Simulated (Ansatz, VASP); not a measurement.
**Zn in VASP and in Ansatz**

File INCAR:

```
SYSTEM = Zn
PREC = Accurate
ENCUT = 600
EDIFF = 1E-7
ISMEAR = 0
SIGMA = 0.1
LREAL = .FALSE.
LASPH = .TRUE.
NELM = 100
ALGO = Fast
ISIF = 3
LWAVE = .FALSE.
LCHARG = .FALSE.
GGA = PS
IBRION = 2
NSW = 70
EDIFFG = -0.005
```

The input KPOINTS:

```
Automatic mesh
0
G
  18 18 8
  0 0 0
```

POSCAR

```
Zn
1.0
    2.6333229228      0.0000000000      0.0000000000
   -1.3166614614      2.2805245476      0.0000000000
    0.0000000000      0.0000000000      5.1082449431
Zn
2
Direct
    0.3333333333      0.6666666667      0.2500000000
    0.6666666667      0.3333333333      0.7500000000
```

Input for Ansatz:

```yaml
crystal:
  lattice:
    - [2.6333229228, 0.0, 0.0]
    - [-1.3166614614, 2.2805245476, 0.0]
    - [0.0, 0.0, 5.1082449431]
  atoms:
    - { symbol: Zn, position: [0.3333333333, 0.6666666667, 0.25] }
    - { symbol: Zn, position: [0.6666666667, 0.3333333333, 0.75] }
basis:
  ecutwfc: 420
kpoints:
  mp_grid: { grid: [18, 18, 8] }
hamiltonian:
  xc: pbesol
scf:
  occupations: { method: gaussian, width: 0.1 }
output:
  forces: true
  stress: true
  eigenvalues: true
relax:
  adjacent_minimum: "off"
  f_tol: 0.005
  max_steps: 50
  cell: { stress_tol: 0.05 }
```

Alike in both runs: task relaxation of cell and atoms; functional PBEsol; k mesh 18 × 18 × 8; occupations gaussian, width 0.1 eV; no spin polarisation.

```csv
,VASP,Ansatz
version,VASP 6.6.1,Ansatz 0.2.0
potentials or method,"VASP PAW PBE potentials, release 64 (Zn), cutoff 600 eV","scalar-relativistic, plane waves, PAW"
valence electrons in the cell,24,24
```

Ansatz gave:

```
gap on the k mesh at the Fermi level, each at its own relaxed structure (eV) : none
relaxed volume (Å³/atom)                                                     : 14.26
relaxed cell length with the largest relative difference (Å)                 : 2.592
```

**Question.** Which values does VASP return?

**Answer.** gap on the k mesh at the Fermi level, each at its own relaxed structure (eV): none; relaxed volume (Å³/atom): 14.30; relaxed cell length with the largest relative difference (Å): 2.598.

VASP's potentials were made for PBE, not for PBEsol. A gap of «none» marks a metal or a gap that the smearing closes.
